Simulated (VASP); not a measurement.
HgMo3:

```
CELL_PARAMETERS angstrom
5.86852 0.00000 0.00000
-2.93426 5.08229 0.00000
0.00000 0.00000 4.71039
ATOMIC_POSITIONS crystal
Hg 0.33333 0.66667 0.25000
Hg 0.66667 0.33333 0.75000
Mo 0.83300 0.66600 0.25000
Mo 0.16700 0.83300 0.75000
Mo 0.33400 0.16700 0.25000
Mo 0.16700 0.33400 0.75000
Mo 0.83300 0.16700 0.25000
Mo 0.66600 0.83300 0.75000
```

| Item | Value |
| --- | --- |
| Program | VASP 6.6.1 |
| Task | relaxation of cell and atoms |
| Functional | PBE |
| Potentials or basis | VASP PAW PBE potentials, release 64 (Hg, Mo_sv) |
| Cutoff | 600 eV |
| k mesh | 3 × 3 × 4 |
| Occupations | gaussian, width 0.1 eV |
| Spin | no spin polarisation |

At the start: pressure -10.7 GPa; volume 17.56 Å³/atom.

**Question.** Where does the relaxation end?

**Answer.** Over 11 steps the energy falls by 146.9 meV/atom and the volume is 16.89 Å³/atom (-3.8 %); space group P6_3/mmc (No. 194, to 0.1 Å) before and after.

The path:
| step | energy change (eV) | largest force (eV/Å) | pressure (GPa) | volume (Å³) |
| --- | --- | --- | --- | --- |
| 1 | 0.0000 | 1.6954 | -10.72 | 140.49 |
| 2 | 0.5237 | 0.2362 | 34.48 | 117.87 |
| 3 | -0.6060 | 1.4629 | 4.48 | 130.01 |
| 4 | -1.0483 | 0.1509 | 3.54 | 131.99 |
| 5 | -1.0493 | 0.0771 | 3.62 | 132.08 |
| 6 | -1.1002 | 0.3053 | -5.63 | 138.93 |
| 7 | -1.1377 | 0.2021 | -2.24 | 136.14 |
| 8 | -1.1690 | 0.0073 | 1.02 | 134.70 |
| 9 | -1.1749 | 0.0513 | 0.05 | 135.11 |
| 10 | -1.1749 | 0.0542 | -0.01 | 135.13 |
| 11 | -1.1753 | 0.0110 | 0.13 | 135.12 |

Final structure:
```cif
data_structure
_symmetry_space_group_name_H-M 'P 1'
_symmetry_Int_Tables_number 1
_cell_length_a 5.7992
_cell_length_b 5.7992
_cell_length_c 4.6392
_cell_angle_alpha 90.000
_cell_angle_beta 90.000
_cell_angle_gamma 120.000
_cell_volume 135.12
loop_
_atom_site_label
_atom_site_type_symbol
_atom_site_fract_x
_atom_site_fract_y
_atom_site_fract_z
_atom_site_occupancy
Hg1 Hg 0.33333 0.66667 0.25000 1
Hg2 Hg 0.66667 0.33333 0.75000 1
Mo1 Mo 0.84761 0.69521 0.25000 1
Mo2 Mo 0.15239 0.84761 0.75000 1
Mo3 Mo 0.30479 0.15239 0.25000 1
Mo4 Mo 0.15239 0.30479 0.75000 1
Mo5 Mo 0.84761 0.15239 0.25000 1
Mo6 Mo 0.69521 0.84761 0.75000 1
```

Caveat: the k points lie up to 0.42 Å⁻¹ apart in the final cell, too coarse for converged energies and pressures of a metal.
